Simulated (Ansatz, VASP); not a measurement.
Pd: VASP beside Ansatz

File INCAR:

```
SYSTEM = Pd
PREC = Accurate
ENCUT = 520
EDIFF = 1E-6
ISMEAR = -1
SIGMA = 0.05
LREAL = .FALSE.
LASPH = .TRUE.
NELM = 150
ALGO = Normal
ISIF = 2
LWAVE = .FALSE.
LCHARG = .FALSE.
ISPIN = 2
MAGMOM = 0.5 -0.5
LORBIT = 11
LMAXMIX = 4
GGA = PE
NBANDS = 21
```

KPOINTS

```
Automatic mesh
0
G
  12 12 12
  0 0 0
```

POSCAR

```
Pd
1.0
    0.0000000000      2.6130399928      2.6130399928
    2.6130399928      0.0000000000      2.6130399928
    2.6130399928      2.6130399928      0.0000000000
Pd
2
Direct
    0.0000000000      0.0000000000      0.0000000000
    0.5000000000      0.5000000000      0.5000000000
```

Input for Ansatz:

```yaml
crystal:
  lattice:
    - [0.0, 2.6130399928, 2.6130399928]
    - [2.6130399928, 0.0, 2.6130399928]
    - [2.6130399928, 2.6130399928, 0.0]
  atoms:
    - { symbol: Pd, position: [0.0, 0.0, 0.0], spin: 0.5 }
    - { symbol: Pd, position: [0.5, 0.5, 0.5], spin: -0.5 }
hamiltonian:
  xc: pbe
  pseudopotentials:
    kind: paw
    azcp:
      Pd: "pseudopotentials/Pd.paw.azcp"
basis:
  ecutwfc: 420
  fft_grid_basis: typed
kpoints:
  mp_grid: { grid: [12, 12, 12], shift: [0, 0, 0] }
magnetization:
  spin_polarized: true
scf:
  occupations: { method: fermi_dirac, width: 0.05 }
  lower_state_search: "off"
output:
  stress: true
  write_density: true
  write_potential: true
  elf: true
  volumetric_format: npy
```

Alike in both runs: task single point; functional PBE; k mesh 12 × 12 × 12; occupations fermi-dirac, width 0.05 eV; collinear spin.

|  | VASP | Ansatz |
| --- | --- | --- |
| version | VASP 6.6.1 | Ansatz 0.2.0 |
| potentials or method | VASP PAW PBE potentials, release 64 (Pd), cutoff 520 eV | plane waves (420 eV) with PAW, scalar-relativistic |
| valence electrons in the cell | 20 | 36 |

|  | VASP | Ansatz | Ansatz less VASP |
| --- | --- | --- | --- |
| pressure (GPa) | -0.1 | 0.2 | +0.31 |
| net moment per atom (μB) | 0.00 | 0.00 | 0.000 |

VASP's potentials hold 20 valence electrons a cell and Ansatz's 36, so a difference there can come from the potentials and not from the codes. Ansatz's warnings: seeded moment not kept.
